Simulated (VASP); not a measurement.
# BaZrO3 (Pm-3m) in VASP: further runs

BaZrO3 is run at these levels: PBE; tasks: single point.

All numbers are computed with VASP 6.6.1; they aren't measurements. Logs are shortened: lines on timing, memory, paths and dates and some standing lists are left out, and cuts for length are marked.

## (1) The cell of the first run

It takes space group Pm-3m (No. 221, cubic). Conventional cell: a = 4.290 Å, b = 4.290 Å, c = 4.290 Å, α = 90.00°, β = 90.00°, γ = 90.00°. Within 4.0 Å of Ba (site symmetry m-3m) lie 12 O at 3.03 Å and 8 Zr at 3.72 Å. Zr (site symmetry m-3m) has 6 O at 2.15 Å within 2.8 Å. Within 2.8 Å of O (site symmetry 4/mmm) lie 2 Zr at 2.15 Å.

## (2) Single point, PBE

INCAR

```
SYSTEM = BaZrO3
PREC = Accurate
ENCUT = 520
EDIFF = 1E-7
ISMEAR = 0
SIGMA = 0.02
LREAL = .False.
LASPH = .True.
NELM = 60
ALGO = Normal
ISIF = 2
LWAVE = .False.
LCHARG = .False.
GGA = PE
NBANDS = 28
```

KPOINTS

```
regular mesh
0
Gamma
  6 6 6
  0 0 0
```

POSCAR

```
BaZrO3
1.0
    4.2902140022      0.0000000000      0.0000000000
    0.0000000000      4.2902140022      0.0000000000
    0.0000000000      0.0000000000      4.2902140022
Ba Zr O
1 1 3
Direct
    0.0000000000      0.0000000000      0.0000000000
    0.5000000000      0.5000000000      0.5000000000
    0.5000000000      0.0000000000      0.5000000000
    0.5000000000      0.5000000000      0.0000000000
    0.0000000000      0.5000000000      0.5000000000
```

Potentials or basis: VASP PAW PBE potentials, release 64 (Ba_sv, Zr_sv, O).

Launch:

```sh
> cat potpaw_PBE.64/Ba_sv/POTCAR potpaw_PBE.64/Zr_sv/POTCAR potpaw_PBE.64/O/POTCAR > POTCAR
> mpirun -np 1 vasp_std > vasp.out
```

OUTCAR:

```text
SYSTEM = BaZrO3
   PREC = Accurate
   ENCUT = 520
   EDIFF = 1E-7
   ISMEAR = 0
   LREAL = .False.
   LASPH = .True.
   NELM = 60
   ISIF = 2
   GGA = PE

 ion  position               nearest neighbor table
   1  0.000  0.000  0.000-   3 3.03   4 3.03   5 3.03   3 3.03   5 3.03   4 3.03   5 3.03   5 3.03
                             3 3.03   4 3.03   3 3.03   4 3.03   2 3.72   2 3.72   2 3.72   2 3.72
   2  0.500  0.500  0.500-   3 2.15   4 2.15   5 2.15   4 2.15   3 2.15   5 2.15   1 3.72   1 3.72
                             1 3.72   1 3.72   1 3.72   1 3.72   1 3.72   1 3.72
   3  0.500  0.000  0.500-   2 2.15   2 2.15   1 3.03   1 3.03   1 3.03   1 3.03
   4  0.500  0.500  0.000-   2 2.15   2 2.15   1 3.03   1 3.03   1 3.03   1 3.03
   5  0.000  0.500  0.500-   2 2.15   2 2.15   1 3.03   1 3.03   1 3.03   1 3.03

  LATTYP: Found a simple cubic cell.
 ALAT       =     4.2902140022

  Lattice vectors:

 A1 = (   4.2902140022,   0.0000000000,   0.0000000000)
 A2 = (   0.0000000000,   4.2902140022,   0.0000000000)
 A3 = (   0.0000000000,   0.0000000000,   4.2902140022)

Analysis of symmetry for initial positions (statically):
=====================================================================
 Subroutine PRICEL returns:
 Original cell was already a primitive cell.

 Routine SETGRP: Setting up the symmetry group for a
 simple cubic supercell.

 Subroutine GETGRP returns: Found 48 space group operations
 (whereof 48 operations were pure point group operations)
 out of a pool of 48 trial point group operations.

The static configuration has the point symmetry O_h .

Analysis of symmetry for dynamics (positions and initial velocities):
=====================================================================
 Subroutine PRICEL returns:
 Original cell was already a primitive cell.

 Routine SETGRP: Setting up the symmetry group for a
 simple cubic supercell.

 Subroutine GETGRP returns: Found 48 space group operations
 (whereof 48 operations were pure point group operations)
 out of a pool of 48 trial point group operations.

The dynamic configuration has the point symmetry O_h .

 Subroutine INISYM returns: Found 48 space group operations
 (whereof 48 operations are pure point group operations),
 and found     1 'primitive' translations

----------------------------------------------------------------------------------------

                                     Primitive cell

  volume of cell :      78.9654
[... 91 lines left out ...]
   LREAL  =      F    real-space projection
   EDIFFG = 0.1E-05   stopping-criterion for IOM
   NSW    =      0    number of steps for IOM
   IBRION =     -1    ionic relax: 0-MD 1-quasi-New 2-CG
   NFREE  =      0    steps in history (QN), initial steepest desc. (CG)
   ISIF   =      2    stress and relaxation
   ISYM   =      2    0-nonsym 1-usesym 2-fastsym
   POTIM  = 0.5000    time-step for ionic-motion
   TEBEG  =    0.0;   TEEND  =   0.0 temperature during run
   PSTRESS=    0.0 pullay stress
   NELECT =      40.0000    total number of electrons
   NUPDOWN=      -1.0000    fix difference up-down
   EMIN   =  10.00;   EMAX   =-10.00  energy-range for DOS
   EFERMI =   0.00;   METHOD = LEGACY
   ISMEAR =     0;   SIGMA  =   0.02  broadening in eV -4-tet -1-fermi 0-gaus
   EFERMI_NEDOS =   21; number of points for ismear=-14 and -15
   IALGO  =     38    algorithm
   IMIX   =      4    mixing-type and parameters
     AMIX     =   0.40;   BMIX     =  1.00
     AMIX_MAG =   1.60;   BMIX_MAG =  1.00
  volume/ion in A,a.u.               =      15.79       106.58
  Fermi-wavevector in a.u.,A,eV,Ry     =   1.305016  2.466123 23.171634  1.703067
  Thomas-Fermi vector in A             =   2.435913
   LORBIT       =      0    0 simple, 1 ext, 2 COOP (PROOUT), +10 PAW based schemes
   GGA     = PE    functional components
   LHFCALC =     F    Hartree Fock is set to
   AEXX    =    0.0000 exact exchange contribution
   IVDW    =     0    specifies the selected vdW correction
   LEPSILON=     F    determine dielectric tensor
   LRPA    =     F    only Hartree local field effects (RPA)
 non-spin polarized calculation
 Gauss-broadening in eV      SIGMA  =   0.02
  energy-cutoff  :      520.00
  volume of cell :       78.97
 maximum number of plane-waves:      2176
 NGX is ok and might be reduce to    32
   NGX = 15   NGY = 15   NGZ = 15

 number of electron      39.9999978 magnetization

 Free energy of the ion-electron system (eV)
  ---------------------------------------------------
  ext. energy  EPLUGINS =         0.00000000
  ---------------------------------------------------
  free energy    TOTEN  =       -41.67814332 eV

  energy without entropy =      -41.67814332  energy(sigma->0) =      -41.67814332

 E-fermi :   3.4154     XC(G=0): -10.4220

 val. band max:        3.3047888305   @ k =   0.5000   0.5000   0.5000
 cond. band min:       6.3340395049   @ k =   0.0000   0.0000   0.0000
 fundamental gap:      3.0292506744
 Fermi energy:         3.4153700356

 k-point     1 :       0.0000    0.0000    0.0000
  band No.  band energies     occupation
      1     -44.1502      2.00000
      2     -22.2343      2.00000
      3     -22.2234      2.00000
      4     -22.2234      2.00000
      5     -22.2234      2.00000
      6     -12.9402      2.00000
[... 609 lines left out ...]
     27      11.9953      0.00000
     28      11.9953      0.00000

------------------------ aborting loop because EDIFF is reached ----------------------------------------

  FORCE on cell =-STRESS in cart. coord.  units (eV):
  Direction    XX          YY          ZZ          XY          YZ          ZX
  --------------------------------------------------------------------------------------
  -------------------------------------------------------------------------------------
  Total       -2.5845324     -2.5845324     -2.5845324      0.0000000      0.0000000     -0.0000000
  in kB      -52.4391560    -52.4391560    -52.4391560      0.0000000      0.0000000     -0.0000000
  external PRESSURE =     -52.4391560 kB  Pullay stress =       0.0000000 kB

 VOLUME and BASIS-vectors are now :
 -----------------------------------------------------------------------------
  energy-cutoff  :      520.00
  volume of cell :       78.97
      direct lattice vectors                 reciprocal lattice vectors
     4.290214002  0.000000000  0.000000000     0.233088606  0.000000000  0.000000000
     0.000000000  4.290214002  0.000000000     0.000000000  0.233088606  0.000000000
     0.000000000  0.000000000  4.290214002     0.000000000  0.000000000  0.233088606

 POSITION                                       TOTAL-FORCE (eV/Angst)
 -----------------------------------------------------------------------------------
      0.00000      0.00000      0.00000         0.000000      0.000000      0.000000
      2.14511      2.14511      2.14511         0.000000      0.000000      0.000000
      2.14511      0.00000      2.14511         0.000000      0.000000      0.000000
      2.14511      2.14511      0.00000         0.000000      0.000000      0.000000
      0.00000      2.14511      2.14511         0.000000      0.000000      0.000000
 -----------------------------------------------------------------------------------
    total drift:                                0.000000     -0.000000     -0.000000

  FREE ENERGIE OF THE ION-ELECTRON SYSTEM (eV)
  ---------------------------------------------------
  free  energy   TOTEN  =       -41.6781433244 eV

  energy  without entropy=      -41.6781433244  energy(sigma->0) =      -41.67814332
```

OSZICAR:

```text
N       E                     dE             d eps       ncg     rms          rms(c)
DAV:   1     0.307780060138E+03    0.30778E+03   -0.21735E+04  1120   0.139E+03
DAV:   2    -0.283396066972E+02   -0.33612E+03   -0.32570E+03  1408   0.349E+02
DAV:   3    -0.487236273423E+02   -0.20384E+02   -0.20301E+02  1692   0.811E+01
DAV:   4    -0.494614973635E+02   -0.73787E+00   -0.73691E+00  1624   0.116E+01
DAV:   5    -0.494737663227E+02   -0.12269E-01   -0.12268E-01  1548   0.118E+00    0.254E+01
DAV:   6    -0.418545843266E+02    0.76192E+01   -0.40565E+01  1336   0.374E+01    0.111E+01
DAV:   7    -0.417020729531E+02    0.15251E+00   -0.30593E+00  1552   0.945E+00    0.670E+00
DAV:   8    -0.416795982009E+02    0.22475E-01   -0.42891E-01  1360   0.460E+00    0.743E-01
DAV:   9    -0.416763552079E+02    0.32430E-02   -0.58800E-02  1588   0.135E+00    0.555E-01
DAV:  10    -0.416785371231E+02   -0.21819E-02   -0.17096E-02  1528   0.103E+00    0.262E-01
DAV:  11    -0.416780712995E+02    0.46582E-03   -0.23462E-03  1380   0.378E-01    0.428E-02
DAV:  12    -0.416781508238E+02   -0.79524E-04   -0.22868E-04  1296   0.101E-01    0.475E-02
DAV:  13    -0.416781425085E+02    0.83154E-05   -0.59411E-05  1572   0.518E-02    0.853E-03
DAV:  14    -0.416781433290E+02   -0.82053E-06   -0.59807E-06  1304   0.182E-02    0.238E-03
DAV:  15    -0.416781433244E+02    0.45929E-08   -0.31433E-07  1556   0.342E-03
   1 F= -.41678143E+02 E0= -.41678143E+02  d E =-.828983E-17
```

It took 22 s on 1 thread of Intel Xeon Platinum 8488C (Sapphire Rapids), shared host; peak memory 0.2 GiB.

What came out:

```
Free energy            : -41.6781 eV
Pressure               : -5.2 GPa
Band gap on the k mesh : 3.03 eV, indirect (least direct gap 3.32 eV)
```

Levels at points of the mesh, in eV from the valence-band top:
```
           k point  band 17  band 18  band 19  band 20  band 21  band 22  band 23  band 24
(0.00, 0.00, 0.00)    -0.89    -0.29    -0.29    -0.29     3.03     3.03     3.03     4.56
(0.50, 0.00, 0.00)    -1.63    -1.51    -0.53    -0.53     3.41     5.26     5.26     6.17
(0.50, 0.50, 0.00)    -0.94    -0.93    -0.93    -0.07     5.23     5.23     6.03     6.07
(0.50, 0.50, 0.50)    -2.48     0.00     0.00     0.00     5.71     5.71     5.71     6.40
```

Caveat: spin-orbit coupling is left out, which moves the levels of the heavy elements. A k mesh can miss the band edges.

## (3) Single point, PBE (equal strain along all axes, cell held: +3.0 %)

INCAR, as its differences from that of step 2:

```diff
@@ -8,3 +8,3 @@
 LASPH = .True.
-NELM = 60
+NELM = 100
 ALGO = Normal
```

KPOINTS is that of step 2.

POSCAR, as its differences from that of step 2:

```diff
@@ -2,5 +2,5 @@
 1.0
-    4.2902140022      0.0000000000      0.0000000000
-    0.0000000000      4.2902140022      0.0000000000
-    0.0000000000      0.0000000000      4.2902140022
+    4.3536161796      0.0000000000      0.0000000000
+    0.0000000000      4.3536161796      0.0000000000
+    0.0000000000      0.0000000000      4.3536161796
 Ba Zr O
```

Potentials or basis: VASP PAW PBE potentials, release 64 (Ba_sv, Zr_sv, O).

Launch:

```sh
> cat potpaw_PBE.64/Ba_sv/POTCAR potpaw_PBE.64/Zr_sv/POTCAR potpaw_PBE.64/O/POTCAR > POTCAR
> mpirun -np 1 vasp_std > vasp.out
```

It took 22 s on 1 thread of Intel Xeon Platinum 8488C (Sapphire Rapids), shared host; peak memory 0.2 GiB.

The run converged. Its results:

```
Free energy            : -41.5076 eV
Pressure               : -10.2 GPa
Band gap on the k mesh : 2.92 eV, indirect (least direct gap 3.24 eV)
```

Levels at points of the mesh, in eV from the valence-band top:
| k point | band 18 | band 19 | band 20 | band 21 | band 22 | band 23 |
| --- | --- | --- | --- | --- | --- | --- |
| (0.00, 0.00, 0.00) | -0.32 | -0.32 | -0.32 | 2.92 | 2.92 | 2.92 |
| (0.50, 0.00, 0.00) | -1.40 | -0.56 | -0.56 | 3.26 | 4.98 | 4.98 |
| (0.50, 0.50, 0.00) | -0.92 | -0.92 | -0.06 | 4.96 | 4.96 | 5.75 |
| (0.50, 0.50, 0.50) | 0.00 | 0.00 | 0.00 | 5.55 | 5.55 | 5.55 |

Caveat: the cell differs from its parent crystal (equal strain along all axes, cell held: +3.0 %); spin-orbit coupling is left out, which moves the levels of the heavy elements. A k mesh can miss the band edges.

## (4) Single point, PBE (equal strain along all axes, cell held: +4.5 %)

INCAR

```
SYSTEM = BaZrO3
  PREC = Accurate
  ENCUT = 520
  EDIFF = 1E-7
  ISMEAR = 0
  SIGMA = 0.02
  LREAL = .False.
  LASPH = .True.
  NELM = 100
  ALGO = Normal
  ISIF = 2
  LWAVE = .False.
  LCHARG = .False.
  GGA = PE
  NBANDS = 28
```

KPOINTS is that of step 3.

POSCAR, as its differences from that of step 3:

```diff
@@ -2,5 +2,5 @@
 1.0
-    4.3536161796      0.0000000000      0.0000000000
-    0.0000000000      4.3536161796      0.0000000000
-    0.0000000000      0.0000000000      4.3536161796
+    4.4170183569      0.0000000000      0.0000000000
+    0.0000000000      4.4170183569      0.0000000000
+    0.0000000000      0.0000000000      4.4170183569
 Ba Zr O
```

Launch:

```sh
> cat potpaw_PBE.64/Ba_sv/POTCAR potpaw_PBE.64/Zr_sv/POTCAR potpaw_PBE.64/O/POTCAR > POTCAR
> mpirun -np 1 vasp_std > vasp.out
```

It took 31 s on 1 thread of Intel Xeon Platinum 8488C (Sapphire Rapids), shared host; peak memory 0.23 GiB.

The run converged. Its results:

| Property | Result |
| --- | --- |
| Free energy | -41.2300 eV |
| Pressure | -14.2 GPa |
| Band gap on the k mesh | 2.81 eV, indirect (least direct gap 3.15 eV) |

Levels at points of the mesh, in eV from the valence-band top:
```tsv
k point	band 16	band 17	band 18	band 19	band 20	band 21	band 22	band 23	band 24	band 25
(0.00, 0.00, 0.00)	-0.78	-0.78	-0.34	-0.34	-0.34	2.81	2.81	2.81	4.42	4.42
(0.50, 0.00, 0.00)	-1.51	-1.51	-1.31	-0.58	-0.58	3.12	4.71	4.71	5.84	5.86
(0.50, 0.50, 0.00)	-1.96	-1.08	-0.90	-0.90	-0.06	4.70	4.70	5.47	5.52	6.71
(0.50, 0.50, 0.50)	-2.38	-2.38	0.00	0.00	0.00	5.39	5.39	5.39	5.70	5.70
```

Caveat: the cell differs from its parent crystal (equal strain along all axes, cell held: +4.5 %); spin-orbit coupling is left out, which moves the levels of the heavy elements. A k mesh can miss the band edges.

## (5) Single point, PBE

This run uses another cell than the first one, of 17.24 Å³/atom, 1.091 times its volume.

INCAR

```
ALGO = Normal
EDIFF = 1E-6
ENCUT = 520
GGA = PE
ISIF = 2
ISMEAR = 0
LASPH = True
LCHARG = True
LELF = True
LREAL = False
LVHAR = True
LWAVE = False
NBANDS = 28
NELM = 100
PREC = Accurate
SIGMA = 0.02
```

KPOINTS

```
k-points
0
Gamma
  6 6 6
```

POSCAR is that of step 4.

Launch:

```sh
> cat potpaw_PBE.64/Ba_sv/POTCAR potpaw_PBE.64/Zr_sv/POTCAR potpaw_PBE.64/O/POTCAR > POTCAR
> mpirun -np 1 vasp_std > vasp.out
```

Wall time 30 s (1 thread of Intel Xeon Platinum 8488C (Sapphire Rapids), shared host); peak memory 0.22 GiB.

Results (log left out):

```
Free energy            : -41.2300 eV
Pressure               : -14.2 GPa
Band gap on the k mesh : 2.81 eV, indirect (least direct gap 3.15 eV)
```

Levels at points of the mesh, in eV from the valence-band top:
```
           k point  band 17  band 18  band 19  band 20  band 21  band 22  band 23  band 24
(0.00, 0.00, 0.00)    -0.78    -0.34    -0.34    -0.34     2.81     2.81     2.81     4.41
(0.50, 0.00, 0.00)    -1.51    -1.31    -0.58    -0.58     3.12     4.71     4.71     5.84
(0.50, 0.50, 0.00)    -1.08    -0.90    -0.90    -0.06     4.70     4.70     5.47     5.52
(0.50, 0.50, 0.50)    -2.38     0.00     0.00     0.00     5.39     5.39     5.39     5.70
```

Caveat: spin-orbit coupling is left out, which moves the levels of the heavy elements. A k mesh can miss the band edges.

## (6) Summary

```tsv
cell	gap on the mesh (eV)	pressure (GPa)
a = 4.290 Å, 5 atoms	3.03	-5.2
a = 4.354 Å, 5 atoms	2.92	-10.2
a = 4.417 Å, 5 atoms	2.81	-14.2
```

Alike in all rows: task single point; level PBE; potentials or basis VASP PAW PBE potentials, release 64 (Ba_sv, Zr_sv, O); no spin polarisation; k mesh 6 × 6 × 6; cutoff (eV) 520; smearing gaussian 0.02 eV.

Caveats: spin-orbit coupling is left out, which moves the levels of the heavy elements.

Absolute energies hang on the potentials; compare differences alone.
